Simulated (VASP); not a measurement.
# AlN (F-43m) in VASP: notebook, part 2 of 3

VASP 6.6.1. Earlier steps stand in the parts before.

### Step 3. Single point, PBE

INCAR reads:

```
SYSTEM = AlN
ALGO = Normal
EDIFF = 1E-6
ENCUT = 520
GGA = PE
ISIF = 2
ISMEAR = -1
LASPH = .True.
LCHARG = .False.
LREAL = .False.
LWAVE = .False.
NBANDS = 11
NELM = 100
PREC = Accurate
SIGMA = 0.02
```

KPOINTS reads:

```
k-points
0
Gamma
  10 10 10
  0 0 0
```

POSCAR reads:

```
AlN
1.0
    0.0000000000      2.1848764218      2.1848764218
    2.1848764218      0.0000000000      2.1848764218
    2.1848764218      2.1848764218      0.0000000000
Al N
1 1
Direct
    0.0000000000      0.0000000000      0.0000000000
    0.2500000000      0.2500000000      0.2500000000
```

Potentials or basis: VASP PAW PBE potentials, release 64 (Al, N).

Command:

```sh
$ cat potpaw_PBE.64/Al/POTCAR potpaw_PBE.64/N/POTCAR > POTCAR
$ mpirun -np 1 vasp_std > vasp.out
```

OUTCAR:

```text
SYSTEM = AlN
   EDIFF = 1E-6
   ENCUT = 520
   GGA = PE
   ISIF = 2
   ISMEAR = -1
   LASPH = .True.
   LREAL = .False.
   NELM = 100
   PREC = Accurate

 ion  position               nearest neighbor table
   1  0.000  0.000  0.000-   2 1.89   2 1.89   2 1.89   2 1.89
   2  0.250  0.250  0.250-   1 1.89   1 1.89   1 1.89   1 1.89

  LATTYP: Found a face centered cubic cell.
 ALAT       =     4.3697528436

  Lattice vectors:

 A1 = (   0.0000000000,   2.1848764218,   2.1848764218)
 A2 = (   2.1848764218,   0.0000000000,   2.1848764218)
 A3 = (   2.1848764218,   2.1848764218,   0.0000000000)

Analysis of symmetry for initial positions (statically):
=====================================================================
 Subroutine PRICEL returns:
 Original cell was already a primitive cell.

 Routine SETGRP: Setting up the symmetry group for a
 face centered cubic supercell.

 Subroutine GETGRP returns: Found 24 space group operations
 (whereof 24 operations were pure point group operations)
 out of a pool of 48 trial point group operations.

The static configuration has the point symmetry T_d .

Analysis of symmetry for dynamics (positions and initial velocities):
=====================================================================
 Subroutine PRICEL returns:
 Original cell was already a primitive cell.

 Routine SETGRP: Setting up the symmetry group for a
 face centered cubic supercell.

 Subroutine GETGRP returns: Found 24 space group operations
 (whereof 24 operations were pure point group operations)
 out of a pool of 48 trial point group operations.

The dynamic configuration has the point symmetry T_d .

 Subroutine INISYM returns: Found 24 space group operations
 (whereof 24 operations are pure point group operations),
 and found     1 'primitive' translations

----------------------------------------------------------------------------------------

                                     Primitive cell

  volume of cell :      20.8598

  direct lattice vectors                    reciprocal lattice vectors
     0.000000000  2.184876422  2.184876422    -0.228845895  0.228845895  0.228845895
     2.184876422  0.000000000  2.184876422     0.228845895 -0.228845895  0.228845895
     2.184876422  2.184876422  0.000000000     0.228845895  0.228845895 -0.228845895

  length of vectors
     3.089881868  3.089881868  3.089881868     0.396372717  0.396372717  0.396372717

  position of ions in fractional coordinates (direct lattice)
     0.000000000  0.000000000  0.000000000
     0.250000000  0.250000000  0.250000000

  ion indices of the primitive-cell ions
   primitive index   ion index
                 1           1
                 2           2

----------------------------------------------------------------------------------------

 KPOINTS: k-points

Automatic generation of k-mesh.
 Grid dimensions read from file:
 generate k-points for:   10   10   10

 Generating k-lattice:

  Cartesian coordinates                     Fractional coordinates (reciprocal lattice)
    -0.022884589  0.022884589  0.022884589     0.100000000  0.000000000  0.000000000
     0.022884589 -0.022884589  0.022884589     0.000000000  0.100000000  0.000000000
     0.022884589  0.022884589 -0.022884589     0.000000000  0.000000000  0.100000000

  Length of vectors
     0.039637272  0.039637272  0.039637272

  Shift w.r.t. Gamma in fractional coordinates (k-lattice)
     0.000000000  0.000000000  0.000000000

 Subroutine IBZKPT returns following result:
 ===========================================

 Found     47 irreducible k-points:

 Following reciprocal coordinates:
            Coordinates               Weight
  0.000000  0.000000  0.000000      1.000000
  0.100000  0.000000  0.000000      8.000000
  0.200000  0.000000  0.000000      8.000000
  0.300000  0.000000  0.000000      8.000000
  0.400000  0.000000  0.000000      8.000000
  0.500000  0.000000  0.000000      4.000000
[... 16 lines left out ...]
  0.300000  0.300000  0.000000      6.000000
  0.400000  0.300000  0.000000     24.000000
 [... further k-points ...]
   k-points           NKPTS =     47   k-points in BZ     NKDIM =     47   number of bands    NBANDS=     11
   number of dos      NEDOS =    301   number of ions     NIONS =      2
   total plane-waves  NPLWV =  13824
   dimension x,y,z NGX =    24 NGY =   24 NGZ =   24
   dimension x,y,z NGXF=    48 NGYF=   48 NGZF=   48
   ions per type =               1   1
   NGX,Y,Z   is equivalent  to a cutoff of  12.91, 12.91, 12.91 a.u.
   NGXF,Y,Z  is equivalent  to a cutoff of  25.83, 25.83, 25.83 a.u.
 SYSTEM =  AlN
   PREC   = accura    normal or accurate (medium, high low for compatibility)
   ISTART =      0    job   : 0-new  1-cont  2-samecut
   ICHARG =      2    charge: 1-file 2-atom 10-const
   ISPIN  =      1    spin polarized calculation?
   LNONCOLLINEAR =      F non collinear calculations
   LSORBIT =      F    spin-orbit coupling
   LASPH  =      T    aspherical Exc in radial PAW
   ENCUT  =  520.0 eV  38.22 Ry    6.18 a.u.   5.75  5.75  5.75*2*pi/ulx,y,z
   NELM   =    100;   NELMIN=  2; NELMDL= -5     # of ELM steps
   EDIFF  = 0.1E-05   stopping-criterion for ELM
   LREAL  =      F    real-space projection
   EDIFFG = 0.1E-04   stopping-criterion for IOM
   NSW    =      0    number of steps for IOM
   IBRION =     -1    ionic relax: 0-MD 1-quasi-New 2-CG
   NFREE  =      0    steps in history (QN), initial steepest desc. (CG)
   ISIF   =      2    stress and relaxation
   ISYM   =      2    0-nonsym 1-usesym 2-fastsym
   POTIM  = 0.5000    time-step for ionic-motion
   TEBEG  =    0.0;   TEEND  =   0.0 temperature during run
   PSTRESS=    0.0 pullay stress
   NELECT =       8.0000    total number of electrons
   NUPDOWN=      -1.0000    fix difference up-down
   EMIN   =  10.00;   EMAX   =-10.00  energy-range for DOS
   EFERMI =   0.00;   METHOD = LEGACY
   ISMEAR =    -1;   SIGMA  =   0.02  broadening in eV -4-tet -1-fermi 0-gaus
   EFERMI_NEDOS =   21; number of points for ismear=-14 and -15
   IALGO  =     38    algorithm
   IMIX   =      4    mixing-type and parameters
     AMIX     =   0.40;   BMIX     =  1.00
     AMIX_MAG =   1.60;   BMIX_MAG =  1.00
  volume/ion in A,a.u.               =      10.43        70.38
  Fermi-wavevector in a.u.,A,eV,Ry     =   1.189418  2.247675 19.248378  1.414716
  Thomas-Fermi vector in A             =   2.325526
   LORBIT       =      0    0 simple, 1 ext, 2 COOP (PROOUT), +10 PAW based schemes
   GGA     = PE    functional components
   LHFCALC =     F    Hartree Fock is set to
   AEXX    =    0.0000 exact exchange contribution
   IVDW    =     0    specifies the selected vdW correction
   LEPSILON=     F    determine dielectric tensor
   LRPA    =     F    only Hartree local field effects (RPA)
 non-spin polarized calculation
  energy-cutoff  :      520.00
  volume of cell :       20.86
 maximum number of plane-waves:       588
   NGX = 11   NGY = 11   NGZ = 11

 number of electron       8.0000000 magnetization

 Free energy of the ion-electron system (eV)
  ---------------------------------------------------
  ext. energy  EPLUGINS =         0.00000000
  ---------------------------------------------------
  free energy    TOTEN  =       -14.84117528 eV

  energy without entropy =      -14.84117528  energy(sigma->0) =      -14.84117528

 E-fermi :   6.3702     XC(G=0): -10.9284

 val. band max:        5.9585728208   @ k =   0.0000   0.0000   0.0000
 cond. band min:       9.2756757562   @ k =   0.5000   0.5000   0.0000
 fundamental gap:      3.3171029354
 Fermi energy:         6.3701749321

 k-point     1 :       0.0000    0.0000    0.0000
  band No.  band energies     occupation
      1      -9.0151      2.00000
      2       5.9586      2.00000
      3       5.9586      2.00000
      4       5.9586      2.00000
      5      10.1437      0.00000
      6      18.5069      0.00000
      7      18.5069      0.00000
      8      18.5069      0.00000
      9      23.6376      0.00000
     10      23.6376      0.00000
     11      25.0371      0.00000
[... 309 lines left out ...]
 k-point    24 :       0.4000    0.3000    0.0000
  band No.  band energies     occupation
      1      -7.0116      2.00000
      2       1.8127      2.00000
      3       4.2587      2.00000
      4       4.5570      2.00000
      5      10.8717      0.00000
      6      15.4860      0.00000
      7      18.1968      0.00000
      8      20.5340      0.00000
      9      21.0430      0.00000
     10      27.2580      0.00000
     11      29.5024      0.00000

 [... further k-points ...]

------------------------ aborting loop because EDIFF is reached ----------------------------------------

  FORCE on cell =-STRESS in cart. coord.  units (eV):
  Direction    XX          YY          ZZ          XY          YZ          ZX
  --------------------------------------------------------------------------------------
  -------------------------------------------------------------------------------------
  Total        0.5635353      0.5635353      0.5635353     -0.0000000      0.0000000     -0.0000000
  in kB       43.2833716     43.2833716     43.2833716     -0.0000000      0.0000000     -0.0000000
  external PRESSURE =      43.2833716 kB  Pullay stress =       0.0000000 kB

 VOLUME and BASIS-vectors are now :
 -----------------------------------------------------------------------------
  energy-cutoff  :      520.00
  volume of cell :       20.86
      direct lattice vectors                 reciprocal lattice vectors
     0.000000000  2.184876422  2.184876422    -0.228845895  0.228845895  0.228845895
     2.184876422  0.000000000  2.184876422     0.228845895 -0.228845895  0.228845895
     2.184876422  2.184876422  0.000000000     0.228845895  0.228845895 -0.228845895

 POSITION                                       TOTAL-FORCE (eV/Angst)
 -----------------------------------------------------------------------------------
      0.00000      0.00000      0.00000         0.000000      0.000000      0.000000
      1.09244      1.09244      1.09244        -0.000000     -0.000000     -0.000000
 -----------------------------------------------------------------------------------
    total drift:                                0.000000      0.000000      0.000000

  FREE ENERGIE OF THE ION-ELECTRON SYSTEM (eV)
  ---------------------------------------------------
  free  energy   TOTEN  =       -14.8411752814 eV

  energy  without entropy=      -14.8411752814  energy(sigma->0) =      -14.84117528
```

OSZICAR:

```text
N       E                     dE             d eps       ncg     rms          rms(c)
DAV:   1     0.102694566977E+02    0.10269E+02   -0.38269E+03  1042   0.604E+02
DAV:   2    -0.163139629469E+02   -0.26583E+02   -0.25862E+02  1237   0.134E+02
DAV:   3    -0.172140937826E+02   -0.90013E+00   -0.89889E+00  1262   0.239E+01
DAV:   4    -0.172192925807E+02   -0.51988E-02   -0.51985E-02  1181   0.195E+00
DAV:   5    -0.172193585867E+02   -0.66006E-04   -0.66005E-04  1252   0.207E-01    0.862E+00
DAV:   6    -0.148512519284E+02    0.23681E+01   -0.11867E+01  1218   0.173E+01    0.283E+00
DAV:   7    -0.148476577952E+02    0.35941E-02   -0.16960E-01  1127   0.323E+00    0.206E+00
DAV:   8    -0.148425400725E+02    0.51177E-02   -0.28152E-02  1115   0.159E+00    0.582E-01
DAV:   9    -0.148411177791E+02    0.14223E-02   -0.40623E-03  1238   0.378E-01    0.233E-01
DAV:  10    -0.148411628438E+02   -0.45065E-04   -0.40713E-04  1121   0.131E-01    0.206E-02
DAV:  11    -0.148411753897E+02   -0.12546E-04   -0.12140E-05  1208   0.261E-02    0.160E-02
DAV:  12    -0.148411752814E+02    0.10834E-06   -0.38355E-07   715   0.477E-03
   1 F= -.14841175E+02 E0= -.14841175E+02  d E =-.945102E-11
```

Wall time 10 s (1 thread of Intel Xeon 8259CL, shared host); peak memory 0.14 GiB.

What came out:

- Free energy: -14.8412 eV
- Pressure: 4.3 GPa
- Band gap on the k mesh: 3.32 eV (least direct gap 4.19 eV)

Caveat: the cell stands under pressure; the structure was generated, so it needn't be the stable form of AlN. A k mesh can miss the band edges.

[end of part 2 of 3]
